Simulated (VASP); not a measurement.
# Mo in VASP: density of states with PBE

Aim: the density of states of Mo with PBE.

Program: VASP 6.6.1. These are calculated values, not measurements. Logs are shortened: lines on timing, memory, paths and dates and some standing lists are left out, and cuts for length are marked.

## 1. The cell of the first run

The cell holds a slab with vacuum, 1 atom: a = 2.737 Å, b = 2.737 Å, c = 16.000 Å, α = 90.00°, β = 90.00°, γ = 109.47°.

## 2. Density of states, PBE

The input, POSCAR:

```
Mo
1.0
    2.7373676503      0.0000000000      0.0000000000
   -0.9124558834      2.5808149708      0.0000000000
    0.0000000000      0.0000000000     16.0000000000
Mo
1
Direct
    0.0000000000      0.0000000000      0.5000000000
```

The input, INCAR.step1:

```
SYSTEM = Mo
PREC = Accurate ; ENCUT = 520
EDIFF = 1E-6 ; ISMEAR = -1
SIGMA = 0.1 ; LREAL = .False.
LASPH = .True. ; NELM = 100
ALGO = Normal ; ISIF = 2
LWAVE = .False. ; LCHARG = .True.
LMAXMIX = 4 ; LDIPOL = .True.
IDIPOL = 3 ; DIPOL = 0.5 0.5 0.500
GGA = PE ; NBANDS = 13
```

The input, KPOINTS.step1:

```
regular mesh
0
Gamma
  13 13 1
  0 0 0
```

The input, INCAR.step2:

```
SYSTEM = Mo
PREC = Accurate ; ENCUT = 520
EDIFF = 1E-6 ; ISMEAR = -5
SIGMA = 0.1 ; LREAL = .False.
LASPH = .True. ; NELM = 100
ALGO = Normal ; ISIF = 2
LWAVE = .False. ; LCHARG = .False.
LMAXMIX = 4 ; LDIPOL = .True.
IDIPOL = 3 ; DIPOL = 0.5 0.5 0.500
GGA = PE ; LORBIT = 11
NEDOS = 1001 ; ICHARG = 11
```

The input, KPOINTS.step2:

```
regular mesh
0
Gamma
  20 20 1
  0 0 0
```

Potentials or basis: VASP PAW PBE potentials, release 64 (Mo_sv).

Launch:

```console
$ cat potpaw_PBE.64/Mo_sv/POTCAR > POTCAR
$ cp INCAR.step1 INCAR
$ cp KPOINTS.step1 KPOINTS
$ mpirun -np 1 vasp_std > vasp.out
$ cp INCAR.step2 INCAR
$ cp KPOINTS.step2 KPOINTS
$ mpirun -np 1 vasp_std > vasp.out
```

OUTCAR:

```text
SYSTEM = Mo
   PREC = Accurate
   ENCUT = 520
   EDIFF = 1E-6
   ISMEAR = -5
   LREAL = .False.
   LASPH = .True.
   NELM = 100
   ISIF = 2
   GGA = PE
   LORBIT = 11
   ICHARG = 11

 ion  position               nearest neighbor table
   1  0.000  0.000  0.500-

  LATTYP: Found a base centered orthorhombic cell.
 ALAT       =     3.1608398995
 B/A-ratio  =     1.4142135624
 C/A-ratio  =     5.0619457197

  Lattice vectors:

 A1 = (   2.7373676503,   0.0000000000,   0.0000000000)
 A2 = (  -0.9124558834,   2.5808149708,   0.0000000000)
 A3 = (   0.0000000000,   0.0000000000,  16.0000000000)

Analysis of symmetry for initial positions (statically):
=====================================================================
 Subroutine PRICEL returns:
 Original cell was already a primitive cell.

 Routine SETGRP: Setting up the symmetry group for a
 base centered orthorhombic supercell.

 Subroutine GETGRP returns: Found  8 space group operations
 (whereof  8 operations were pure point group operations)
 out of a pool of  8 trial point group operations.

The static configuration has the point symmetry D_2h.

Analysis of symmetry for dynamics (positions and initial velocities):
=====================================================================
 Subroutine PRICEL returns:
 Original cell was already a primitive cell.

 Routine SETGRP: Setting up the symmetry group for a
 base centered orthorhombic supercell.

 Subroutine GETGRP returns: Found  8 space group operations
 (whereof  8 operations were pure point group operations)
 out of a pool of  8 trial point group operations.

The dynamic configuration has the point symmetry D_2h.

 Subroutine INISYM returns: Found  8 space group operations
 (whereof  8 operations are pure point group operations),
 and found     1 'primitive' translations

----------------------------------------------------------------------------------------

                                     Primitive cell

  volume of cell :     113.0342

  direct lattice vectors                    reciprocal lattice vectors
     2.737367650  0.000000000  0.000000000     0.365314465  0.129158168  0.000000000
    -0.912455883  2.580814971  0.000000000     0.000000000  0.387474504  0.000000000
     0.000000000  0.000000000 16.000000000     0.000000000  0.000000000  0.062500000

  length of vectors
[... 94 lines left out ...]
   NUPDOWN=      -1.0000    fix difference up-down
   EMIN   =  10.00;   EMAX   =-10.00  energy-range for DOS
   EFERMI =   0.00;   METHOD = LEGACY
   ISMEAR =    -5;   SIGMA  =   0.10  broadening in eV -4-tet -1-fermi 0-gaus
   EFERMI_NEDOS =   21; number of points for ismear=-14 and -15
   IALGO  =     38    algorithm
   IMIX   =      4    mixing-type and parameters
     AMIX     =   0.40;   BMIX     =  1.00
     AMIX_MAG =   1.60;   BMIX_MAG =  1.00
  volume/ion in A,a.u.               =     113.03       762.79
  Fermi-wavevector in a.u.,A,eV,Ry     =   0.816045  1.542102  9.060523  0.665930
  Thomas-Fermi vector in A             =   1.926243
   LORBIT       =     11    0 simple, 1 ext, 2 COOP (PROOUT), +10 PAW based schemes
   GGA     = PE    functional components
   LHFCALC =     F    Hartree Fock is set to
   AEXX    =    0.0000 exact exchange contribution
   IVDW    =     0    specifies the selected vdW correction
   LEPSILON=     F    determine dielectric tensor
   LRPA    =     F    only Hartree local field effects (RPA)
 non-spin polarized calculation
 Fermi weights with tetrahedron method with Bloechl corrections
  energy-cutoff  :      520.00
  volume of cell :      113.03
 maximum number of plane-waves:      3080

 number of electron      14.0000001 magnetization

 dipolmoment           0.000000      0.000000     -0.000000 electrons x Angstroem

 Free energy of the ion-electron system (eV)
  ---------------------------------------------------
  ext. energy  EPLUGINS =         0.00000000
  ---------------------------------------------------
  free energy    TOTEN  =        -8.04382809 eV

  energy without entropy =       -8.04382809  energy(sigma->0) =       -8.04382809

 E-fermi :  -2.4806     XC(G=0):  -3.2005

 val. band max:       -2.4706033219   @ k =  -0.1500   0.1000   0.0000
 cond. band min:      -2.5405359290   @ k =  -0.2000   0.2000   0.0000
 fundamental gap:     -0.0699326072
 Fermi energy:        -2.4806271197

 k-point     1 :       0.0000    0.0000    0.0000
  band No.  band energies     occupation
      1     -63.5406      2.00000
      2     -37.7260      2.00000
      3     -37.0844      2.00000
      4     -36.8537      2.00000
      5      -7.0058      2.00000
      6      -4.4422      2.00000
      7      -3.7628      2.00000
      8      -1.6420      0.00000
      9      -0.8565      0.00000
     10      -0.6772      0.00000
     11      -0.1629      0.00000
[... 309 lines left out ...]
 k-point    24 :      -0.3500    0.0500    0.0000
  band No.  band energies     occupation
      1     -63.4431      2.00000
      2     -37.7294      2.00000
      3     -37.6324      2.00000
      4     -36.9974      2.00000
      5      -5.4295      2.00000
      6      -4.1471      2.00000
      7      -2.6065      1.86267
      8      -2.4239      0.38747
      9      -0.5951      0.00000
     10       0.0455      0.00000
     11       2.2820      0.00000

 [... further k-points ...]

------------------------ aborting loop because EDIFF is reached ----------------------------------------

 vacuum level on the upper side and lower side of the slab       (xc-potential included)        -0.101        -0.101

  FORCE on cell =-STRESS in cart. coord.  units (eV):
  Direction    XX          YY          ZZ          XY          YZ          ZX
  --------------------------------------------------------------------------------------
  -------------------------------------------------------------------------------------
  Total       -5.3731651     -5.2905282      0.1947428      0.1168662      0.0000000      0.0000000
  in kB      -76.1606751    -74.9893578      2.7603366      1.6564927      0.0000000      0.0000000
  external PRESSURE =     -49.4632321 kB  Pullay stress =       0.0000000 kB

 VOLUME and BASIS-vectors are now :
 -----------------------------------------------------------------------------
  energy-cutoff  :      520.00
  volume of cell :      113.03
      direct lattice vectors                 reciprocal lattice vectors
     2.737367650  0.000000000  0.000000000     0.365314465  0.129158168  0.000000000
    -0.912455883  2.580814971  0.000000000     0.000000000  0.387474504  0.000000000
     0.000000000  0.000000000 16.000000000     0.000000000  0.000000000  0.062500000

 POSITION                                       TOTAL-FORCE (eV/Angst)
 -----------------------------------------------------------------------------------
      0.00000      0.00000      8.00000         0.000000      0.000000      0.000000
 -----------------------------------------------------------------------------------
    total drift:                                0.000000      0.000000     -0.000000

  FREE ENERGIE OF THE ION-ELECTRON SYSTEM (eV)
  ---------------------------------------------------
  free  energy   TOTEN  =        -8.0438280865 eV

  energy  without entropy=       -8.0438280865  energy(sigma->0) =       -8.04382809

 vacuum level on the upper side and lower side of the slab         2.485         2.485

 total charge

# of ion       s       p       d       tot
------------------------------------------
    1        2.334   6.065   3.797  12.197
```

OSZICAR.step1:

```text
N       E                     dE             d eps       ncg     rms          rms(c)
DAV:   1     0.542120869270E+02    0.54212E+02   -0.84986E+03  1826   0.836E+02
DAV:   2    -0.642784674838E+01   -0.60640E+02   -0.57015E+02  1579   0.194E+02
DAV:   3    -0.862210496706E+01   -0.21943E+01   -0.19990E+01  1564   0.286E+01
[... 11 lines left out ...]
DAV:  15    -0.808046477206E+01   -0.49764E-04   -0.29664E-06  1340   0.594E-03    0.124E-03
DAV:  16    -0.808048697388E+01   -0.22202E-04   -0.96882E-07  1245   0.354E-03    0.564E-04
DAV:  17    -0.808050431429E+01   -0.17340E-04   -0.13437E-06  1248   0.253E-03    0.314E-04
DAV:  18    -0.808050761308E+01   -0.32988E-05   -0.17669E-07  1023   0.105E-03    0.127E-04
DAV:  19    -0.808050826015E+01   -0.64707E-06   -0.44299E-08  1011   0.582E-04
   1 F= -.80805083E+01 E0= -.80435217E+01  d E =-.739732E-01
```

It took 55 s on 1 thread of Intel Xeon 6975P-C (Granite Rapids), shared host; peak memory 0.29 GiB.

What came out:

```
Valence electrons inside the program's atomic spheres : Mo 12.20
```

Levels at points of the mesh, in eV from the Fermi level:
```tsv
k point	band 3	band 4	band 5	band 6	band 7	band 8	band 9	band 10	band 11
(0.00, 0.00, 0.00)	-34.60	-34.37	-4.53	-1.96	-1.28	0.84	1.62	1.80	2.32
(0.50, 0.00, 0.00)	-35.13	-34.52	-3.23	-2.18	0.51	1.87	2.46	2.95	6.40
(0.50, 0.50, 0.00)	-35.06	-35.05	-3.58	-1.94	0.24	1.15	4.49	4.58	8.18
```

Caveat: tetrahedron occupations give inexact forces and stress in metals.
